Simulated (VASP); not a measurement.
# Y3Zr4 (P-43m) in VASP: single point with PBE

Aim: the single point of Y3Zr4 with PBE.

All numbers are computed with VASP 6.6.1; they aren't measurements. Logs are shortened: lines on timing, memory, paths and dates and some standing lists are left out, and cuts for length are marked.

## Step 1: The cell of the first run

The structure is cubic, space group P-43m (No. 215). The conventional cell has a = 6.053 Å, b = 6.053 Å, c = 6.053 Å, α = 90.00°, β = 90.00°, γ = 90.00°. Y (site symmetry -42m) has 4 Zr at 3.06 Å within 4.0 Å. Within 3.7 Å of Zr (site symmetry 3m) lie 3 Zr at 2.77 Å and 3 Y at 3.06 Å.

The cell was built from a structure type or drawn by symmetry, and may not be a known phase.

## Step 2: Single point, PBE, collinear spin

Contents of INCAR:

```
SYSTEM = Y3Zr4
ALGO = Normal
EDIFF = 1E-6
ENCUT = 520
GGA = PE
ISIF = 2
ISMEAR = 0
ISPIN = 2
LASPH = .TRUE.
LCHARG = .FALSE.
LMAXMIX = 4
LORBIT = 11
LREAL = .FALSE.
LWAVE = .FALSE.
MAGMOM = 0 0 0 1 1 1 1
NBANDS = 54
NELM = 150
PREC = Accurate
SIGMA = 0.1
```

Contents of KPOINTS:

```
k-points
0
G
  4 4 4
  0 0 0
```

Contents of POSCAR:

```
Y3Zr4
1.0
    6.0527163243      0.0000000000      0.0000000000
    0.0000000000      6.0527163243      0.0000000000
    0.0000000000      0.0000000000      6.0527163243
Y Zr
3 4
Direct
    0.0000000000      0.0000000000      0.5000000000
    0.5000000000      0.0000000000      0.0000000000
    0.0000000000      0.5000000000      0.0000000000
    0.6618335655      0.3381664345      0.3381664345
    0.3381664345      0.6618335655      0.3381664345
    0.3381664345      0.3381664345      0.6618335655
    0.6618335655      0.6618335655      0.6618335655
```

Potentials or basis: VASP PAW PBE potentials, release 64 (Y_sv, Zr_sv).

Started as:

```
$ cat potpaw_PBE.64/Y_sv/POTCAR potpaw_PBE.64/Zr_sv/POTCAR > POTCAR
$ mpirun -np 1 vasp_std > vasp.out
```

OUTCAR:

```text
SYSTEM = Y3Zr4
   EDIFF = 1E-6
   ENCUT = 520
   GGA = PE
   ISIF = 2
   ISMEAR = 0
   ISPIN = 2
   LASPH = .TRUE.
   LORBIT = 11
   LREAL = .FALSE.
   NELM = 150
   PREC = Accurate

 ion  position               nearest neighbor table
   1  0.000  0.000  0.500-   4 3.06   5 3.06   6 3.06   7 3.06   2 4.28   3 4.28   2 4.28   3 4.28
                             3 4.28   3 4.28   2 4.28   2 4.28
   2  0.500  0.000  0.000-   4 3.06   5 3.06   6 3.06   7 3.06   1 4.28   3 4.28   1 4.28   3 4.28
                             1 4.28   3 4.28   1 4.28   3 4.28
   3  0.000  0.500  0.000-   4 3.06   5 3.06   6 3.06   7 3.06   1 4.28   2 4.28   1 4.28   1 4.28
                             2 4.28   1 4.28   2 4.28   2 4.28
   4  0.662  0.338  0.338-   5 2.77   6 2.77   7 2.77   1 3.06   2 3.06   3 3.06
   5  0.338  0.662  0.338-   4 2.77   6 2.77   7 2.77   1 3.06   2 3.06   3 3.06
   6  0.338  0.338  0.662-   4 2.77   5 2.77   7 2.77   1 3.06   2 3.06   3 3.06
   7  0.662  0.662  0.662-   4 2.77   5 2.77   6 2.77   1 3.06   2 3.06   3 3.06

  LATTYP: Found a simple cubic cell.
 ALAT       =     6.0527163243

  Lattice vectors:

 A1 = (   6.0527163243,   0.0000000000,   0.0000000000)
 A2 = (   0.0000000000,   6.0527163243,   0.0000000000)
 A3 = (   0.0000000000,   0.0000000000,   6.0527163243)

Analysis of symmetry for initial positions (statically):
=====================================================================
 Subroutine PRICEL returns:
 Original cell was already a primitive cell.

 Routine SETGRP: Setting up the symmetry group for a
 simple cubic supercell.

 Subroutine GETGRP returns: Found 24 space group operations
 (whereof 24 operations were pure point group operations)
 out of a pool of 48 trial point group operations.

The static configuration has the point symmetry T_d .

Analysis of symmetry for dynamics (positions and initial velocities):
=====================================================================
 Subroutine PRICEL returns:
 Original cell was already a primitive cell.

 Routine SETGRP: Setting up the symmetry group for a
 simple cubic supercell.

 Subroutine GETGRP returns: Found 24 space group operations
 (whereof 24 operations were pure point group operations)
 out of a pool of 48 trial point group operations.

The dynamic configuration has the point symmetry T_d .

Analysis of structural, dynamic, and magnetic symmetry:
=====================================================================
 Subroutine PRICEL returns:
 Original cell was already a primitive cell.

 Routine SETGRP: Setting up the symmetry group for a
 simple cubic supercell.

 Subroutine GETGRP returns: Found 24 space group operations
 (whereof 24 operations were pure point group operations)
 out of a pool of 48 trial point group operations.

The overall configuration has the point symmetry T_d .

 Subroutine INISYM returns: Found 24 space group operations
 (whereof 24 operations are pure point group operations),
 and found     1 'primitive' translations

----------------------------------------------------------------------------------------

                                     Primitive cell

  volume of cell :     221.7435

  direct lattice vectors                    reciprocal lattice vectors
     6.052716324  0.000000000  0.000000000     0.165215078  0.000000000  0.000000000
     0.000000000  6.052716324  0.000000000     0.000000000  0.165215078  0.000000000
     0.000000000  0.000000000  6.052716324     0.000000000  0.000000000  0.165215078

  length of vectors
     6.052716324  6.052716324  6.052716324     0.165215078  0.165215078  0.165215078

  position of ions in fractional coordinates (direct lattice)
     0.000000000  0.000000000  0.500000000
     0.500000000  0.000000000  0.000000000
     0.000000000  0.500000000  0.000000000
     0.661833565  0.338166435  0.338166435
     0.338166435  0.661833565  0.338166435
     0.338166435  0.338166435  0.661833565
     0.661833565  0.661833565  0.661833565

  ion indices of the primitive-cell ions
   primitive index   ion index
                 1           1
                 2           2
                 3           3
                 4           4
                 5           5
                 6           6
                 7           7

----------------------------------------------------------------------------------------

 KPOINTS: k-points

Automatic generation of k-mesh.
 Grid dimensions read from file:
 generate k-points for:    4    4    4

 Generating k-lattice:

  Cartesian coordinates                     Fractional coordinates (reciprocal lattice)
     0.041303770  0.000000000  0.000000000     0.250000000  0.000000000  0.000000000
     0.000000000  0.041303770  0.000000000     0.000000000  0.250000000  0.000000000
     0.000000000  0.000000000  0.041303770     0.000000000  0.000000000  0.250000000

  Length of vectors
     0.041303770  0.041303770  0.041303770

  Shift w.r.t. Gamma in fractional coordinates (k-lattice)
     0.000000000  0.000000000  0.000000000

 Subroutine IBZKPT returns following result:
 ===========================================

 Found     10 irreducible k-points:

 Following reciprocal coordinates:
            Coordinates               Weight
  0.000000  0.000000  0.000000      1.000000
  0.250000  0.000000  0.000000      6.000000
  0.500000  0.000000  0.000000      3.000000
  0.250000  0.250000  0.000000     12.000000
  0.500000  0.250000  0.000000     12.000000
  0.500000  0.500000  0.000000      3.000000
  0.250000  0.250000  0.250000      8.000000
  0.500000  0.250000  0.250000     12.000000
  0.500000  0.500000  0.250000      6.000000
  0.500000  0.500000  0.500000      1.000000
   k-points           NKPTS =     10   k-points in BZ     NKDIM =     10   number of bands    NBANDS=     54
   number of dos      NEDOS =    301   number of ions     NIONS =      7
   total plane-waves  NPLWV = 110592
   dimension x,y,z NGX =    48 NGY =   48 NGZ =   48
   dimension x,y,z NGXF=    96 NGYF=   96 NGZF=   96
   ions per type =               3   4
   NGX,Y,Z   is equivalent  to a cutoff of  13.18, 13.18, 13.18 a.u.
   NGXF,Y,Z  is equivalent  to a cutoff of  26.37, 26.37, 26.37 a.u.
 SYSTEM =  Y3Zr4
   PREC   = accura    normal or accurate (medium, high low for compatibility)
   ISTART =      0    job   : 0-new  1-cont  2-samecut
   ICHARG =      2    charge: 1-file 2-atom 10-const
   ISPIN  =      2    spin polarized calculation?
   LNONCOLLINEAR =      F non collinear calculations
   LSORBIT =      F    spin-orbit coupling
   LASPH  =      T    aspherical Exc in radial PAW
   ENCUT  =  520.0 eV  38.22 Ry    6.18 a.u.  11.25 11.25 11.25*2*pi/ulx,y,z
   NELM   =    150;   NELMIN=  2; NELMDL= -5     # of ELM steps
   EDIFF  = 0.1E-05   stopping-criterion for ELM
   LREAL  =      F    real-space projection
   EDIFFG = 0.1E-04   stopping-criterion for IOM
   NSW    =      0    number of steps for IOM
   IBRION =     -1    ionic relax: 0-MD 1-quasi-New 2-CG
   NFREE  =      0    steps in history (QN), initial steepest desc. (CG)
   ISIF   =      2    stress and relaxation
   ISYM   =      2    0-nonsym 1-usesym 2-fastsym
   POTIM  = 0.5000    time-step for ionic-motion
   TEBEG  =    0.0;   TEEND  =   0.0 temperature during run
   PSTRESS=    0.0 pullay stress
   NELECT =      81.0000    total number of electrons
   NUPDOWN=      -1.0000    fix difference up-down
   EMIN   =  10.00;   EMAX   =-10.00  energy-range for DOS
   EFERMI =   0.00;   METHOD = LEGACY
   ISMEAR =     0;   SIGMA  =   0.10  broadening in eV -4-tet -1-fermi 0-gaus
   EFERMI_NEDOS =   21; number of points for ismear=-14 and -15
   IALGO  =     38    algorithm
   IMIX   =      4    mixing-type and parameters
     AMIX     =   0.40;   BMIX     =  1.00
     AMIX_MAG =   1.60;   BMIX_MAG =  1.00
  volume/ion in A,a.u.               =      31.68       213.77
  Fermi-wavevector in a.u.,A,eV,Ry     =   1.170270  2.211490 18.633622  1.369533
  Thomas-Fermi vector in A             =   2.306731
   LORBIT       =     11    0 simple, 1 ext, 2 COOP (PROOUT), +10 PAW based schemes
   GGA     = PE    functional components
   LHFCALC =     F    Hartree Fock is set to
   AEXX    =    0.0000 exact exchange contribution
   IVDW    =     0    specifies the selected vdW correction
   LEPSILON=     F    determine dielectric tensor
   LRPA    =     F    only Hartree local field effects (RPA)
 spin polarized calculation
 Gauss-broadening in eV      SIGMA  =   0.10
  energy-cutoff  :      520.00
  volume of cell :      221.74
 maximum number of plane-waves:      6031
 NGX is ok and might be reduce to    48
   NGX = 23   NGY = 23   NGZ = 23

 number of electron      81.0000003 magnetization       0.0019309

 Free energy of the ion-electron system (eV)
  ---------------------------------------------------
  ext. energy  EPLUGINS =         0.00000000
  ---------------------------------------------------
  free energy    TOTEN  =       -46.01567449 eV

  energy without entropy =      -45.97034584  energy(sigma->0) =      -45.99301017

 E-fermi :   4.4905     XC(G=0):  -9.4606

 val. band max:        4.4823784699   @ k =   0.5000   0.5000   0.5000
 cond. band min:       4.4937757145   @ k =   0.5000   0.2500   0.2500
 fundamental gap:      0.0113972446
 Fermi energy:         4.4905130136

 spin component 1

 k-point     1 :       0.0000    0.0000    0.0000
  band No.  band energies     occupation
      1     -43.9910      1.00000
      2     -43.7529      1.00000
      3     -43.7529      1.00000
      4     -43.7529      1.00000
      5     -38.3962      1.00000
      6     -38.3924      1.00000
[... 44 lines left out ...]
     51       7.3002      0.00000
     52       7.3003      0.00000
[... 493 lines left out ...]
     51       6.6948      0.00000
     52       7.2733      0.00000
 Fermi energy:         4.4905130136

 spin component 2

 k-point     1 :       0.0000    0.0000    0.0000
  band No.  band energies     occupation
      1     -43.9906      1.00000
      2     -43.7525      1.00000
      3     -43.7525      1.00000
      4     -43.7525      1.00000
      5     -38.3964      1.00000
      6     -38.3926      1.00000
[... 44 lines left out ...]
     51       7.3003      0.00000
     52       7.3003      0.00000
[... 493 lines left out ...]
     51       6.6949      0.00000
     52       7.2735      0.00000
 [bands above 52 left out]

------------------------ aborting loop because EDIFF is reached ----------------------------------------

  FORCE on cell =-STRESS in cart. coord.  units (eV):
  Direction    XX          YY          ZZ          XY          YZ          ZX
  --------------------------------------------------------------------------------------
  -------------------------------------------------------------------------------------
  Total        0.2432273      0.2432273      0.2432273      0.0000000      0.0000000     -0.0000000
  in kB        1.7574051      1.7574051      1.7574051      0.0000000      0.0000000     -0.0000000
  external PRESSURE =       1.7574051 kB  Pullay stress =       0.0000000 kB

 VOLUME and BASIS-vectors are now :
 -----------------------------------------------------------------------------
  energy-cutoff  :      520.00
  volume of cell :      221.74
      direct lattice vectors                 reciprocal lattice vectors
     6.052716324  0.000000000  0.000000000     0.165215078  0.000000000  0.000000000
     0.000000000  6.052716324  0.000000000     0.000000000  0.165215078  0.000000000
     0.000000000  0.000000000  6.052716324     0.000000000  0.000000000  0.165215078

 POSITION                                       TOTAL-FORCE (eV/Angst)
 -----------------------------------------------------------------------------------
      0.00000      0.00000      3.02636         0.000000     -0.000000     -0.000000
      3.02636      0.00000      0.00000         0.000000     -0.000000     -0.000000
      0.00000      3.02636      0.00000         0.000000     -0.000000     -0.000000
      4.00589      2.04683      2.04683         0.006142     -0.006142     -0.006142
      2.04683      4.00589      2.04683        -0.006142      0.006142     -0.006142
      2.04683      2.04683      4.00589        -0.006142     -0.006142      0.006142
      4.00589      4.00589      4.00589         0.006142      0.006142      0.006142
 -----------------------------------------------------------------------------------
    total drift:                                0.000000      0.000000      0.000000

  FREE ENERGIE OF THE ION-ELECTRON SYSTEM (eV)
  ---------------------------------------------------
  free  energy   TOTEN  =       -46.0156744939 eV

  energy  without entropy=      -45.9703458426  energy(sigma->0) =      -45.99301017

 total charge

# of ion       s       p       d       f       tot
--------------------------------------------------
    1        2.273   6.169   0.994   0.014   9.450
    2        2.273   6.169   0.994   0.014   9.450
    3        2.273   6.169   0.994   0.014   9.450
    4        2.249   5.901   1.937   0.000  10.088
    5        2.249   5.901   1.937   0.000  10.088
    6        2.249   5.901   1.937   0.000  10.088
    7        2.249   5.901   1.937   0.000  10.088
--------------------------------------------------
tot         15.815  42.112  10.732   0.042  68.701

 magnetization (x)

# of ion       s       p       d       f       tot
--------------------------------------------------
    1       -0.000  -0.000  -0.000   0.000  -0.000
    2       -0.000  -0.000  -0.000   0.000  -0.000
    3       -0.000  -0.000  -0.000   0.000  -0.000
    4        0.000   0.000   0.000   0.000   0.000
    5        0.000   0.000   0.000   0.000   0.000
    6        0.000   0.000   0.000   0.000   0.000
    7        0.000   0.000   0.000   0.000   0.000
--------------------------------------------------
tot          0.000  -0.000   0.001   0.000   0.001
```

It took 4.7 min on 1 thread of Intel Xeon Platinum 8375C at 2.90GHz (Ice Lake), shared host; peak memory 0.5 GiB.

Results:

```yaml
Free_energy: -46.0157 eV
Pressure: 0.2 GPa
Largest_force: 0.011 eV/Å
Net_moment: 0.00 μB per cell
Valence_electrons_inside_the_program's_atomic_spheres: Y 9.45; Zr 10.09
```

Forces on the atoms (eV/Å):
```
Y    0.000  0.000  0.000
Y    0.000  0.000  0.000
Y    0.000  0.000  0.000
Zr   0.006 -0.006 -0.006
Zr  -0.006  0.006 -0.006
Zr  -0.006 -0.006  0.006
Zr   0.006  0.006  0.006
```
